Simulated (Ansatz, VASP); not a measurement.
# CdGa2O3 in VASP and in Ansatz

```
Cd Ga O
1.0
     3.34443    0.00000    0.00000
     0.00000    3.34443    0.00000
     0.00000    0.00000    7.32976
Cd Ga O
1 2 3
Direct
  0.00000 0.00000 0.00000
  0.00000 0.50000 0.73400
  0.50000 0.00000 0.26600
  0.50000 0.50000 0.00000
  0.00000 0.50000 0.38200
  0.50000 0.00000 0.61800
```

Change from the starting cell: species swapped into the Hf2CuSb3 type (P-4m2, No. 115).

Alike in both runs: task single point; functional PBE; k mesh 6 × 6 × 4; occupations gaussian, width 0.1 eV; no spin polarisation.

```csv
,VASP,Ansatz
version,VASP 6.6.1,Ansatz 0.2.0
potentials or method,"VASP PAW PBE potentials, release 64 (Cd, Ga_d, O), cutoff 520 eV","scalar-relativistic, plane waves, PAW"
valence electrons in the cell,56,64
```

|  | VASP | Ansatz | Ansatz less VASP |
| --- | --- | --- | --- |
| gap on the k mesh at the Fermi level (eV) | none | none | - |
| pressure (GPa) | -4.2 | -4.7 | -0.57 |
| traceless stress, the component that is largest in VASP (GPa) | 6.23 | 6.43 | +0.196 |
| rms of the force components (eV/Å) | 1.724 | 1.711 | -0.0124 |

Atom by atom the forces differ by 0.015 eV/Å (rms over components). A gap of «none» marks a metal or a gap that the smearing closes. VASP's potentials hold 56 valence electrons a cell and Ansatz's 64, so a difference there can come from the potentials and not from the codes.
